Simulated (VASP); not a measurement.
# Ta in VASP: further runs

Ta is run at these levels: LDA; tasks: single point.

Everything below comes from runs of VASP 6.6.1. Logs are shortened: lines on timing, memory, paths and dates and some standing lists are left out, and cuts for length are marked.

**1. The cell of the first run**

The cell holds a wire or tube with vacuum around it, 4 atoms: a = 22.723 Å, b = 22.723 Å, c = 2.379 Å, α = 87.10°, β = 87.10°, γ = 87.10°.

**2. Single point, LDA**

Input file INCAR:

```
SYSTEM = Ta
ALGO = Normal
EDIFF = 1E-6
ENCUT = 520
ISIF = 2
ISMEAR = -1
LASPH = .TRUE.
LCHARG = .TRUE.
LELF = .TRUE.
LREAL = .FALSE.
LVHAR = .TRUE.
LWAVE = .FALSE.
NBANDS = 30
NELM = 80
PREC = Accurate
SIGMA = 0.01
```

Input file KPOINTS:

```
k-points
0
G
  2 2 14
  0 0 0
```

Input file POSCAR:

```
Ta
1.0
   22.7091110000      0.5677277750      0.5677277750
    0.5677277750     22.7091110000      0.5677277750
    0.0594320000      0.0594320000      2.3772800000
Ta
4
Direct
    0.3186290000      0.8186290000      0.0000000000
    0.6813710000      0.1813710000      0.0000000000
    0.1813710000      0.3186290000      0.0000000000
    0.8186290000      0.6813710000      0.0000000000
```

Potentials or basis: VASP PAW LDA potentials, release 64 (Ta_pv).

On the command line:

```sh
cat potpaw_LDA.64/Ta_pv/POTCAR > POTCAR
mpirun -np 1 vasp_std > vasp.out
```

OUTCAR:

```text
SYSTEM = Ta
   EDIFF = 1E-6
   ENCUT = 520
   ISIF = 2
   ISMEAR = -1
   LASPH = .TRUE.
   LREAL = .FALSE.
   NELM = 80
   PREC = Accurate

 ion  position               nearest neighbor table
   1  0.319  0.819  0.000-
   2  0.681  0.181  0.000-
   3  0.181  0.319  0.000-
   4  0.819  0.681  0.000-

  LATTYP: Found a base centered monoclinic cell.
 ALAT       =    32.9379979055
 B/A-ratio  =     0.9506541514
 C/A-ratio  =     0.0722194877
 COS(beta)  =    -0.0697632497

  Lattice vectors:

 A1 = ( -22.7091110000,  -0.5677277750,  -0.5677277750)
 A2 = (  -0.5677277750, -22.7091110000,  -0.5677277750)
 A3 = (   0.0594320000,   0.0594320000,   2.3772800000)

Analysis of symmetry for initial positions (statically):
=====================================================================
 Subroutine PRICEL returns:
 Original cell was already a primitive cell.

 Routine SETGRP: Setting up the symmetry group for a
 base centered monoclinic supercell.

 Subroutine GETGRP returns: Found  4 space group operations
 (whereof  2 operations were pure point group operations)
 out of a pool of  4 trial point group operations.

The static configuration has the point symmetry S_2 .
 The point group associated with its full space group is C_2h.

Analysis of symmetry for dynamics (positions and initial velocities):
=====================================================================
 Subroutine PRICEL returns:
 Original cell was already a primitive cell.

 Routine SETGRP: Setting up the symmetry group for a
 base centered monoclinic supercell.

 Subroutine GETGRP returns: Found  4 space group operations
 (whereof  2 operations were pure point group operations)
 out of a pool of  4 trial point group operations.

The dynamic configuration has the point symmetry S_2 .
 The point group associated with its full space group is C_2h.

 Subroutine INISYM returns: Found  4 space group operations
 (whereof  2 operations are pure point group operations),
 and found     1 'primitive' translations

----------------------------------------------------------------------------------------

                                     Primitive cell

  volume of cell :    1223.7118

  direct lattice vectors                    reciprocal lattice vectors
    22.709111000  0.567727775  0.567727775     0.044088956 -0.001075340 -0.001075340
     0.567727775 22.709111000  0.567727775    -0.001075340  0.044088956 -0.001075340
     0.059432000  0.059432000  2.377280000    -0.010272254 -0.010272254  0.421162421

  length of vectors
    22.723299762 22.723299762  2.378765336     0.044115176  0.044115176  0.421412890

  position of ions in fractional coordinates (direct lattice)
     0.318629000  0.818629000  0.000000000
     0.681371000  0.181371000  0.000000000
     0.181371000  0.318629000  0.000000000
     0.818629000  0.681371000  0.000000000

  ion indices of the primitive-cell ions
   primitive index   ion index
                 1           1
                 2           2
                 3           3
                 4           4

----------------------------------------------------------------------------------------

 KPOINTS: k-points

Automatic generation of k-mesh.
 Grid dimensions read from file:
 generate k-points for:    2    2   14

 Generating k-lattice:

  Cartesian coordinates                     Fractional coordinates (reciprocal lattice)
     0.022044478 -0.000537670 -0.000537670     0.500000000  0.000000000  0.000000000
    -0.000537670  0.022044478 -0.000537670     0.000000000  0.500000000  0.000000000
    -0.000733732 -0.000733732  0.030083030     0.000000000  0.000000000  0.071428571

  Length of vectors
     0.022057588  0.022057588  0.030100921

  Shift w.r.t. Gamma in fractional coordinates (k-lattice)
     0.000000000  0.000000000  0.000000000

 Subroutine IBZKPT returns following result:
 ===========================================

 Found     24 irreducible k-points:

 Following reciprocal coordinates:
            Coordinates               Weight
  0.000000  0.000000  0.000000      1.000000
  0.500000  0.000000  0.000000      2.000000
  0.500000  0.500000  0.000000      1.000000
 -0.000000 -0.000000  0.071429      2.000000
  0.500000 -0.000000  0.071429      4.000000
  0.500000  0.500000  0.071429      2.000000
[... 16 lines left out ...]
  0.500000 -0.000000  0.500000      2.000000
  0.500000  0.500000  0.500000      1.000000
   k-points           NKPTS =     24   k-points in BZ     NKDIM =     24   number of bands    NBANDS=     30
   number of dos      NEDOS =    301   number of ions     NIONS =      4
   total plane-waves  NPLWV = 583200
   dimension x,y,z NGX =   180 NGY =  180 NGZ =   18
   dimension x,y,z NGXF=   360 NGYF=  360 NGZF=   36
   ions per type =               4
   NGX,Y,Z   is equivalent  to a cutoff of  13.17, 13.17, 12.58 a.u.
   NGXF,Y,Z  is equivalent  to a cutoff of  26.34, 26.34, 25.16 a.u.
 SYSTEM =  Ta
   PREC   = accura    normal or accurate (medium, high low for compatibility)
   ISTART =      0    job   : 0-new  1-cont  2-samecut
   ICHARG =      2    charge: 1-file 2-atom 10-const
   ISPIN  =      1    spin polarized calculation?
   LNONCOLLINEAR =      F non collinear calculations
   LSORBIT =      F    spin-orbit coupling
   LASPH  =      T    aspherical Exc in radial PAW
   ENCUT  =  520.0 eV  38.22 Ry    6.18 a.u.  42.25 42.25  4.42*2*pi/ulx,y,z
   NELM   =     80;   NELMIN=  2; NELMDL= -5     # of ELM steps
   EDIFF  = 0.1E-05   stopping-criterion for ELM
   LREAL  =      F    real-space projection
   EDIFFG = 0.1E-04   stopping-criterion for IOM
   NSW    =      0    number of steps for IOM
   IBRION =     -1    ionic relax: 0-MD 1-quasi-New 2-CG
   NFREE  =      0    steps in history (QN), initial steepest desc. (CG)
   ISIF   =      2    stress and relaxation
   ISYM   =      2    0-nonsym 1-usesym 2-fastsym
   POTIM  = 0.5000    time-step for ionic-motion
   TEBEG  =    0.0;   TEEND  =   0.0 temperature during run
   PSTRESS=    0.0 pullay stress
   NELECT =      44.0000    total number of electrons
   NUPDOWN=      -1.0000    fix difference up-down
   EMIN   =  10.00;   EMAX   =-10.00  energy-range for DOS
   EFERMI =   0.00;   METHOD = LEGACY
   ISMEAR =    -1;   SIGMA  =   0.01  broadening in eV -4-tet -1-fermi 0-gaus
   EFERMI_NEDOS =   21; number of points for ismear=-14 and -15
   IALGO  =     38    algorithm
   IMIX   =      4    mixing-type and parameters
     AMIX     =   0.40;   BMIX     =  1.00
     AMIX_MAG =   1.60;   BMIX_MAG =  1.00
  volume/ion in A,a.u.               =     305.93      2064.50
  Fermi-wavevector in a.u.,A,eV,Ry     =   0.540339  1.021092  3.972436  0.291966
  Thomas-Fermi vector in A             =   1.567425
   LORBIT       =      0    0 simple, 1 ext, 2 COOP (PROOUT), +10 PAW based schemes
   GGA     = CA    functional components
   LHFCALC =     F    Hartree Fock is set to
   AEXX    =    0.0000 exact exchange contribution
   IVDW    =     0    specifies the selected vdW correction
   LEPSILON=     F    determine dielectric tensor
   LRPA    =     F    only Hartree local field effects (RPA)
 non-spin polarized calculation
  energy-cutoff  :      520.00
  volume of cell :     1223.71
 maximum number of plane-waves:     33158
 NGX is ok and might be reduce to   180
   NGX = 85   NGY = 85   NGZ =  9

 number of electron      43.9999997 magnetization

 Free energy of the ion-electron system (eV)
  ---------------------------------------------------
  ext. energy  EPLUGINS =         0.00000000
  ---------------------------------------------------
  free energy    TOTEN  =       -28.88200856 eV

  energy without entropy =      -28.86915542  energy(sigma->0) =      -28.87558199

 E-fermi :  -3.6665     XC(G=0):  -1.9311

 val. band max:       -3.9277534659   @ k =  -0.0000  -0.0000   0.0714
 cond. band min:      -3.6556270771   @ k =   0.5000  -0.0000   0.1429
 fundamental gap:      0.2721263888
 Fermi energy:        -3.6664552927

 k-point     1 :       0.0000    0.0000    0.0000
  band No.  band energies     occupation
      1     -38.3798      2.00000
      2     -38.3797      2.00000
      3     -38.3797      2.00000
      4     -38.3797      2.00000
      5     -38.3796      2.00000
      6     -38.3796      2.00000
[... 22 lines left out ...]
     29      -2.2512      0.00000
     30      -2.2470      0.00000

 k-point     2 :       0.5000    0.0000    0.0000
  band No.  band energies     occupation
      1     -38.3798      2.00000
      2     -38.3798      2.00000
      3     -38.3797      2.00000
      4     -38.3797      2.00000
      5     -38.3796      2.00000
      6     -38.3796      2.00000
[... 22 lines left out ...]
     29      -2.2501      0.00000
     30      -2.2489      0.00000

 k-point     3 :       0.5000    0.5000    0.0000
  band No.  band energies     occupation
      1     -38.3798      2.00000
      2     -38.3798      2.00000
      3     -38.3797      2.00000
      4     -38.3797      2.00000
      5     -38.3796      2.00000
      6     -38.3796      2.00000
[... 22 lines left out ...]
     29      -2.2447      0.00000
     30      -2.2424      0.00000

 k-point     4 :      -0.0000   -0.0000    0.0714
  band No.  band energies     occupation
      1     -38.3576      2.00000
      2     -38.3576      2.00000
      3     -38.3576      2.00000
      4     -38.3576      2.00000
      5     -38.3575      2.00000
      6     -38.3575      2.00000
[... 616 lines left out ...]
     29      -1.5541      0.00000
     30      -1.5541      0.00000

 k-point    23 :       0.5000   -0.0000    0.5000
  band No.  band energies     occupation
      1     -39.7198      2.00000
      2     -39.7198      2.00000
      3     -39.7197      2.00000
      4     -39.7197      2.00000
      5     -37.9142      2.00000
      6     -37.9142      2.00000
[... 22 lines left out ...]
     29      -1.5541      0.00000
     30      -1.5541      0.00000

 k-point    24 :       0.5000    0.5000    0.5000
  band No.  band energies     occupation
      1     -39.7198      2.00000
      2     -39.7198      2.00000
      3     -39.7197      2.00000
      4     -39.7197      2.00000
      5     -37.9142      2.00000
      6     -37.9142      2.00000
[... 22 lines left out ...]
     29      -1.5541      0.00000
     30      -1.5541      0.00000

------------------------ aborting loop because EDIFF is reached ----------------------------------------

  FORCE on cell =-STRESS in cart. coord.  units (eV):
  Direction    XX          YY          ZZ          XY          YZ          ZX
  --------------------------------------------------------------------------------------
  -------------------------------------------------------------------------------------
  Total       -0.0240648     -0.0240648     -6.1991411     -0.0033872     -0.1544169     -0.1544156
  in kB       -0.0315074     -0.0315074     -8.1163911     -0.0044347     -0.2021744     -0.2021727
  external PRESSURE =      -2.7264687 kB  Pullay stress =       0.0000000 kB

 VOLUME and BASIS-vectors are now :
 -----------------------------------------------------------------------------
  energy-cutoff  :      520.00
  volume of cell :     1223.71
      direct lattice vectors                 reciprocal lattice vectors
    22.709111000  0.567727775  0.567727775     0.044088956 -0.001075340 -0.001075340
     0.567727775 22.709111000  0.567727775    -0.001075340  0.044088956 -0.001075340
     0.059432000  0.059432000  2.377280000    -0.010272254 -0.010272254  0.421162421

 POSITION                                       TOTAL-FORCE (eV/Angst)
 -----------------------------------------------------------------------------------
      7.70054     18.77123      0.64565        -0.000205     -0.000205      0.000095
     15.57630      4.50561      0.48980         0.000205      0.000205     -0.000095
      4.29967      7.33875      0.28386         0.000113     -0.000113      0.000000
     18.97717     15.93809      0.85159        -0.000113      0.000113      0.000000
 -----------------------------------------------------------------------------------
    total drift:                               -0.000000      0.000000      0.000000

  FREE ENERGIE OF THE ION-ELECTRON SYSTEM (eV)
  ---------------------------------------------------
  free  energy   TOTEN  =       -28.8820085637 eV

  energy  without entropy=      -28.8691554202  energy(sigma->0) =      -28.87558199
```

Run time: 21 min. Hardware: 1 thread of Intel Xeon 6975P-C (Granite Rapids), shared host; peak memory 1.1 GiB.

What came out:

```
Free energy            : -28.8820 eV
Band gap on the k mesh : zero (bands 22 and 23 overlap by 2.61 eV)
```

Levels at points of the mesh, in eV from the Fermi level:
| k point | band 18 | band 19 | band 20 | band 21 | band 22 | band 23 |
| --- | --- | --- | --- | --- | --- | --- |
| (0.00, 0.00, 0.00) | -1.89 | -1.89 | -1.89 | -0.36 | -0.36 | -0.35 |
| (0.50, 0.00, 0.00) | -1.89 | -1.89 | -1.89 | -0.36 | -0.36 | -0.35 |
| (0.50, 0.50, 0.00) | -1.89 | -1.89 | -1.89 | -0.36 | -0.36 | -0.35 |
| (0.00, 0.00, 0.50) | -2.51 | -2.51 | -2.51 | 2.09 | 2.09 | 2.09 |
| (0.50, 0.00, 0.50) | -2.51 | -2.51 | -2.51 | 2.09 | 2.09 | 2.09 |
| (0.50, 0.50, 0.50) | -2.51 | -2.51 | -2.51 | 2.09 | 2.09 | 2.09 |

Caveat: spin-orbit coupling is left out, which moves the levels of the heavy elements.

**3. Single point, LDA**

Input file INCAR:

```
PREC = Accurate
ENCUT = 520
EDIFF = 1E-7
ISMEAR = -1
SIGMA = 0.01
LREAL = False
LASPH = True
NELM = 100
ALGO = Normal
ISIF = 2
LWAVE = False
LCHARG = False
GGA = CA
NBANDS = 30
```

Input file KPOINTS:

```
Automatic mesh
0
Gamma
  2 2 14
```

Input file POSCAR:

```
Ta
1.0
   22.7091110000     -0.2838638875     -0.2838638875
   -0.2838638875     22.7091110000     -0.2838638875
   -0.0297160000     -0.0297160000      2.3772800000
Ta
4
Direct
    0.3186290000      0.8186290000      0.0000000000
    0.6813710000      0.1813710000      0.0000000000
    0.1813710000      0.3186290000      0.0000000000
    0.8186290000      0.6813710000      0.0000000000
```

Potentials or basis: VASP PAW LDA potentials, release 64 (Ta_pv).

On the command line:

```sh
cat potpaw_LDA.64/Ta_pv/POTCAR > POTCAR
mpirun -np 1 vasp_std > vasp.out
```

Wall time 22 min (1 thread of Intel Xeon 6975P-C (Granite Rapids), shared host); peak memory 1.1 GiB.

It converged, with:

* Free energy: -28.8849 eV
* Band gap on the k mesh: zero (bands 22 and 23 overlap by 2.61 eV)

Levels at points of the mesh, in eV from the Fermi level:
| k point | band 16 | band 17 | band 18 | band 19 | band 20 | band 21 | band 22 | band 23 | band 24 | band 25 |
| --- | --- | --- | --- | --- | --- | --- | --- | --- | --- | --- |
| (0.00, 0.00, 0.00) | -4.44 | -1.89 | -1.89 | -1.89 | -1.89 | -0.36 | -0.36 | -0.36 | -0.36 | -0.36 |
| (0.50, 0.00, 0.00) | -4.44 | -1.89 | -1.89 | -1.89 | -1.89 | -0.36 | -0.36 | -0.36 | -0.36 | -0.36 |
| (0.50, 0.50, 0.00) | -4.44 | -1.89 | -1.89 | -1.89 | -1.89 | -0.36 | -0.36 | -0.36 | -0.36 | -0.36 |
| (0.00, 0.00, 0.50) | -2.52 | -2.52 | -2.52 | -2.52 | -2.52 | 2.10 | 2.10 | 2.10 | 2.10 | 2.12 |
| (0.50, 0.00, 0.50) | -2.52 | -2.52 | -2.52 | -2.52 | -2.52 | 2.10 | 2.10 | 2.10 | 2.10 | 2.12 |
| (0.50, 0.50, 0.50) | -2.52 | -2.52 | -2.52 | -2.52 | -2.52 | 2.10 | 2.10 | 2.10 | 2.10 | 2.12 |

Caveat: spin-orbit coupling is left out, which moves the levels of the heavy elements.

[end of part 1 of 2]
